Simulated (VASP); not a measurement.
# WSe2 in VASP: settings compared, part 2 of 2

VASP 6.6.1.

### Step 4. Single point, PBE+D3(BJ)

This run uses another cell than the first one: it holds 24 atoms, not 12.

INCAR reads:

```
SYSTEM = WSe2
PREC     = Accurate       ! precision mode
ENCUT    = 400            ! plane-wave cutoff, eV
EDIFF    = 1E-6           ! SCF threshold, eV
ISMEAR   = 0              ! smearing method
SIGMA    = 0.05           ! smearing width, eV
LREAL    = .FALSE.        ! projectors in reciprocal space
LASPH    = .TRUE.         ! aspherical terms in the spheres
NELM     = 120            ! most SCF steps
ALGO     = Normal         ! electronic algorithm
ISIF     = 2              ! what is computed and relaxed
LWAVE    = .FALSE.        ! write WAVECAR
LCHARG   = .FALSE.        ! write CHGCAR
LDIPOL   = .TRUE.       
IDIPOL   = 3            
DIPOL    = 0.5 0.5 0.453
GGA      = PE             ! functional
IVDW     = 12             ! dispersion correction
NBANDS   = 122            ! bands
GGA_COMPAT= .FALSE.      
NELMDL   = -8
```

KPOINTS reads:

```
regular mesh
0
G
  3 3 1
  0 0 0
```

POSCAR reads:

```
WSe2
1.0
    6.5580551065      0.0000000000      0.0000000000
   -3.2790275533      5.6794423217      0.0000000000
    0.0000000000      0.0000000000     28.4558503180
Se W
16 8
Direct
    0.1666666667      0.3333333333      0.2811372674
    0.1666666667      0.8333333333      0.2811372674
    0.6666666667      0.3333333333      0.2811372674
    0.6666666667      0.8333333333      0.2811372674
    0.1666666667      0.3333333333      0.3995222284
    0.1666666667      0.8333333333      0.3995222284
    0.6666666667      0.3333333333      0.3995222284
    0.6666666667      0.8333333333      0.3995222284
    0.3331744584      0.1663268840      0.5062143577
    0.3332651680      0.6664525894      0.5062113817
    0.8332383981      0.1663846541      0.5062239175
    0.8333301432      0.6664575868      0.5062473653
    0.3332645999      0.1665657878      0.6247511638
    0.3333896337      0.6662904663      0.6247715485
    0.8332631152      0.1664754276      0.6247472469
    0.8331347298      0.6662528717      0.6246704580
    0.3333333333      0.1666666667      0.3403297479
    0.3333333333      0.6666666667      0.3403297479
    0.8333333333      0.1666666667      0.3403297479
    0.8333333333      0.6666666667      0.3403297479
    0.1665820538      0.3330772692      0.5654551205
    0.1667607288      0.8331355582      0.5654752710
    0.6664425970      0.3329107708      0.5654478896
    0.6665634847      0.8331755359      0.5654765730
```

Potentials or basis: VASP PAW PBE potentials, release 64 (Se, W_sv).

On the command line:

```console
> cat potpaw_PBE.64/Se/POTCAR potpaw_PBE.64/W_sv/POTCAR > POTCAR
> mpirun -np 1 vasp_std > vasp.out
```

OUTCAR:

```text
SYSTEM = WSe2
   PREC = Accurate
   ENCUT = 400
   EDIFF = 1E-6
   ISMEAR = 0
   LREAL = .FALSE.
   LASPH = .TRUE.
   NELM = 120
   ISIF = 2
   GGA = PE
   IVDW = 12
   NELMDL = -8
 IVDW          = 12

 ion  position               nearest neighbor table
   1  0.167  0.333  0.281-  17 2.53  19 2.53  18 2.53
   2  0.167  0.833  0.281-  18 2.53  20 2.53  17 2.53
   3  0.667  0.333  0.281-  19 2.53  17 2.53  20 2.53
   4  0.667  0.833  0.281-  20 2.53  18 2.53  19 2.53
   5  0.167  0.333  0.400-  17 2.53  19 2.53  18 2.53
   6  0.167  0.833  0.400-  18 2.53  20 2.53  17 2.53
[... 8 lines left out ...]
  15  0.833  0.166  0.625-  24 2.54  23 2.54  21 2.54
  16  0.833  0.666  0.625-  23 2.53  24 2.53  22 2.54
  17  0.333  0.167  0.340-   1 2.53   5 2.53   3 2.53   7 2.53   6 2.53   2 2.53  19 3.28  19 3.28
                            20 3.28  20 3.28  18 3.28  18 3.28
  18  0.333  0.667  0.340-   2 2.53   6 2.53   4 2.53   8 2.53   1 2.53   5 2.53  20 3.28  20 3.28
                            19 3.28  19 3.28  17 3.28  17 3.28
  19  0.833  0.167  0.340-   3 2.53   7 2.53   5 2.53   1 2.53   4 2.53   8 2.53  17 3.28  17 3.28
                            18 3.28  18 3.28  20 3.28  20 3.28
  20  0.833  0.667  0.340-   4 2.53   8 2.53   6 2.53   2 2.53   7 2.53   3 2.53  18 3.28  18 3.28
                            17 3.28  17 3.28  19 3.28  19 3.28
  21  0.167  0.333  0.565-  11 2.53   9 2.53  10 2.54  13 2.54  15 2.54  14 2.54  23 3.28  24 3.28
                            22 3.28  22 3.28  24 3.28  23 3.28
  22  0.167  0.833  0.565-   9 2.53  10 2.53  12 2.54  16 2.54  13 2.54  14 2.54  23 3.28  24 3.28
                            21 3.28  21 3.28  24 3.28  23 3.28
  23  0.666  0.333  0.565-   9 2.53  11 2.53  16 2.53  12 2.54  13 2.54  15 2.54  22 3.28  24 3.28
                            21 3.28  21 3.28  24 3.28  22 3.28
  24  0.667  0.833  0.565-  11 2.53  16 2.53  10 2.54  14 2.54  12 2.54  15 2.54  22 3.28  23 3.28
                            21 3.28  21 3.28  23 3.28  22 3.28

  LATTYP: Found a hexagonal cell.
 ALAT       =     6.5580551065
 C/A-ratio  =     4.3390684976

  Lattice vectors:

 A1 = (   6.5580551065,   0.0000000000,   0.0000000000)
 A2 = (  -3.2790275533,   5.6794423217,   0.0000000000)
 A3 = (   0.0000000000,   0.0000000000,  28.4558503180)

Analysis of symmetry for initial positions (statically):
=====================================================================
 Subroutine PRICEL returns:
 Original cell was already a primitive cell.

 Routine SETGRP: Setting up the symmetry group for a
 hexagonal supercell.

 Subroutine GETGRP returns: Found  1 space group operations
 (whereof  1 operations were pure point group operations)
 out of a pool of 24 trial point group operations.

The static configuration has the point symmetry C_1 .

Analysis of symmetry for dynamics (positions and initial velocities):
=====================================================================
 Subroutine PRICEL returns:
 Original cell was already a primitive cell.

 Routine SETGRP: Setting up the symmetry group for a
 hexagonal supercell.

 Subroutine GETGRP returns: Found  1 space group operations
 (whereof  1 operations were pure point group operations)
 out of a pool of 24 trial point group operations.

The dynamic configuration has the point symmetry C_1 .

 Subroutine INISYM returns: Found  1 space group operations
 (whereof  1 operations are pure point group operations),
 and found     1 'primitive' translations

[... 105 lines left out ...]
   ions per type =              16   8
   NGX,Y,Z   is equivalent  to a cutoff of  12.17, 12.17, 11.22 a.u.
   NGXF,Y,Z  is equivalent  to a cutoff of  24.34, 24.34, 22.43 a.u.
 SYSTEM =  WSe2
   PREC   = accura    normal or accurate (medium, high low for compatibility)
   ISTART =      0    job   : 0-new  1-cont  2-samecut
   ICHARG =      2    charge: 1-file 2-atom 10-const
   ISPIN  =      1    spin polarized calculation?
   LNONCOLLINEAR =      F non collinear calculations
   LSORBIT =      F    spin-orbit coupling
   LASPH  =      T    aspherical Exc in radial PAW
   ENCUT  =  400.0 eV  29.40 Ry    5.42 a.u.  10.69 10.69 46.40*2*pi/ulx,y,z
   NELM   =    120;   NELMIN=  2; NELMDL= -8     # of ELM steps
   EDIFF  = 0.1E-05   stopping-criterion for ELM
   LREAL  =      F    real-space projection
   EDIFFG = 0.1E-04   stopping-criterion for IOM
   NSW    =      0    number of steps for IOM
   IBRION =     -1    ionic relax: 0-MD 1-quasi-New 2-CG
   NFREE  =      0    steps in history (QN), initial steepest desc. (CG)
   ISIF   =      2    stress and relaxation
   ISYM   =      2    0-nonsym 1-usesym 2-fastsym
   POTIM  = 0.5000    time-step for ionic-motion
   TEBEG  =    0.0;   TEEND  =   0.0 temperature during run
   PSTRESS=    0.0 pullay stress
   NELECT =     208.0000    total number of electrons
   NUPDOWN=      -1.0000    fix difference up-down
   EMIN   =  10.00;   EMAX   =-10.00  energy-range for DOS
   EFERMI =   0.00;   METHOD = LEGACY
   ISMEAR =     0;   SIGMA  =   0.05  broadening in eV -4-tet -1-fermi 0-gaus
   EFERMI_NEDOS =   21; number of points for ismear=-14 and -15
   IALGO  =     38    algorithm
   IMIX   =      4    mixing-type and parameters
     AMIX     =   0.40;   BMIX     =  1.00
     AMIX_MAG =   1.60;   BMIX_MAG =  1.00
  volume/ion in A,a.u.               =      44.16       298.01
  Fermi-wavevector in a.u.,A,eV,Ry     =   0.951361  1.797811 12.314457  0.905087
  Thomas-Fermi vector in A             =   2.079823
   LORBIT       =      0    0 simple, 1 ext, 2 COOP (PROOUT), +10 PAW based schemes
   GGA     = PE    functional components
   LHFCALC =     F    Hartree Fock is set to
   AEXX    =    0.0000 exact exchange contribution
   IVDW    =    12    specifies the selected vdW correction
   LEPSILON=     F    determine dielectric tensor
   LRPA    =     F    only Hartree local field effects (RPA)
 non-spin polarized calculation
 Gauss-broadening in eV      SIGMA  =   0.05
  energy-cutoff  :      400.00
  volume of cell :     1059.87
 maximum number of plane-waves:     19293
 NGX is ok and might be reduce to    48

 dipolmoment           0.000000      0.000000      0.000043 electrons x Angstroem

 number of electron     207.9999976 magnetization

 dipolmoment           0.000000      0.000000     -0.000113 electrons x Angstroem

 Free energy of the ion-electron system (eV)
  ---------------------------------------------------
  ext. energy  EPLUGINS =         0.00000000
  ---------------------------------------------------
  free energy    TOTEN  =      -172.58277174 eV

  energy without entropy =     -172.58277174  energy(sigma->0) =     -172.58277174

 E-fermi :   0.5338     XC(G=0):  -5.2890

 val. band max:        0.1356300403   @ k =   0.0000   0.0000   0.0000
 cond. band min:       1.4221780977   @ k =   0.3333   0.3333   0.0000
 fundamental gap:      1.2865480574
 Fermi energy:         0.5337701735

 k-point     1 :       0.0000    0.0000    0.0000
  band No.  band energies     occupation
      1     -74.0234      2.00000
      2     -74.0233      2.00000
      3     -74.0128      2.00000
      4     -74.0126      2.00000
      5     -74.0125      2.00000
      6     -74.0124      2.00000
[... 584 lines left out ...]
    115       2.4084      0.00000
    116       2.4086      0.00000
 [bands above 116 left out]

------------------------ aborting loop because EDIFF is reached ----------------------------------------

 vacuum level on the upper side and lower side of the slab       (xc-potential included)        -0.112        -0.114

 Edisp (eV)   -9.70282

 E8    (eV) :    -4.4647

  FORCE on cell =-STRESS in cart. coord.  units (eV):
  Direction    XX          YY          ZZ          XY          YZ          ZX
  --------------------------------------------------------------------------------------
  -------------------------------------------------------------------------------------
  Total       1.54715     1.55141     1.36833     0.00159     0.00803    -0.00694
  in kB       2.33879     2.34522     2.06847     0.00240     0.01214    -0.01048
  external pressure =        2.25 kB  Pullay stress =        0.00 kB

 VOLUME and BASIS-vectors are now :
 -----------------------------------------------------------------------------
  energy-cutoff  :      400.00
  volume of cell :     1059.87
      direct lattice vectors                 reciprocal lattice vectors
     6.558055107  0.000000000  0.000000000     0.152484233  0.088036813  0.000000000
    -3.279027553  5.679442322  0.000000000     0.000000000  0.176073625  0.000000000
     0.000000000  0.000000000 28.455850318     0.000000000  0.000000000  0.035142158

 POSITION                                       TOTAL-FORCE (eV/Angst)
 -----------------------------------------------------------------------------------
      0.00000      1.89315      8.00000        -0.000008      0.000028     -0.080799
     -1.63951      4.73287      8.00000        -0.000001      0.000035     -0.080823
      3.27903      1.89315      8.00000        -0.000011      0.000022     -0.080807
      1.63951      4.73287      8.00000        -0.000007      0.000038     -0.080823
      0.00000      1.89315     11.36874        -0.000009     -0.000187      0.073354
     -1.63951      4.73287     11.36874        -0.000055     -0.000296      0.073177
[... 16 lines left out ...]
      3.27894      1.89075     16.09030         0.004191      0.006741      0.006186
      1.63935      4.73197     16.09112         0.003514     -0.008070     -0.005640
 -----------------------------------------------------------------------------------
    total drift:                                0.000034     -0.000140     -0.000093

  FREE ENERGIE OF THE ION-ELECTRON SYSTEM (eV)
  ---------------------------------------------------
  free  energy   TOTEN  =      -182.2855940409 eV

  energy  without entropy=     -182.2855940409  energy(sigma->0) =     -182.28559404

 vacuum level on the upper side and lower side of the slab         4.966         4.964
```

It took 15 min on 1 thread of AMD EPYC 9R45 (Zen 5), shared host; peak memory 0.98 GiB.

What came out:

```
Free energy                : -182.2856 eV
Largest force              : 0.081 eV/Å
Band gap on the k mesh     : 1.29 eV
Dispersion energy per atom : -0.404 eV
```

Forces on the atoms (eV/Å):
```
Se   0.000  0.000 -0.081
Se   0.000  0.000 -0.081
Se   0.000  0.000 -0.081
Se   0.000  0.000 -0.081
Se   0.000  0.000  0.073
Se   0.000  0.000  0.073
Se   0.000  0.000  0.074
Se   0.000  0.000  0.073
Se  -0.001  0.003 -0.050
Se   0.004 -0.002 -0.043
Se   0.000  0.001 -0.053
Se  -0.003 -0.001 -0.049
Se   0.003 -0.012  0.039
Se  -0.013  0.007  0.033
Se   0.000 -0.001  0.039
Se   0.007  0.008  0.059
W    0.000  0.000  0.009
W    0.000  0.000  0.009
W    0.000  0.000  0.009
W    0.000  0.000  0.009
W   -0.001  0.004  0.009
W   -0.004 -0.005  0.009
W    0.004  0.007  0.006
W    0.004 -0.008 -0.006
```

Caveat: spin-orbit coupling is left out, which moves the levels of the heavy elements.

### Step 5. The runs side by side

| level | cell | k mesh | cutoff (eV) | gap on the mesh (eV) | largest force (eV/Å) |
| --- | --- | --- | --- | --- | --- |
| PBE+D3(BJ) | a = 3.279, b = 3.279, c = 39.552 Å, angles 90.0, 90.0, 120.0°, 12 atoms, atomic positions A | 9 × 9 × 1 | 520 | 1.12 | 0.08 |
| RPBE+D3(BJ) | a = 3.279, b = 3.279, c = 39.552 Å, angles 90.0, 90.0, 120.0°, 12 atoms, atomic positions A | 9 × 9 × 1 | 520 | 1.15 | 0.77 |
| PBE+D3(BJ) | a = 6.558, b = 6.558, c = 28.456 Å, angles 90.0, 90.0, 120.0°, 24 atoms, atomic positions B | 3 × 3 × 1 | 400 | 1.29 | 0.08 |

Alike in all rows: task single point; potentials or basis VASP PAW PBE potentials, release 64 (Se, W_sv); no spin polarisation; smearing gaussian 0.05 eV.

Caveats: spin-orbit coupling is left out, which moves the levels of the heavy elements; the PAW data sets were made with another functional, which shifts forces and pressure a little (at least some runs).

Absolute energies hang on the potentials; compare differences alone.
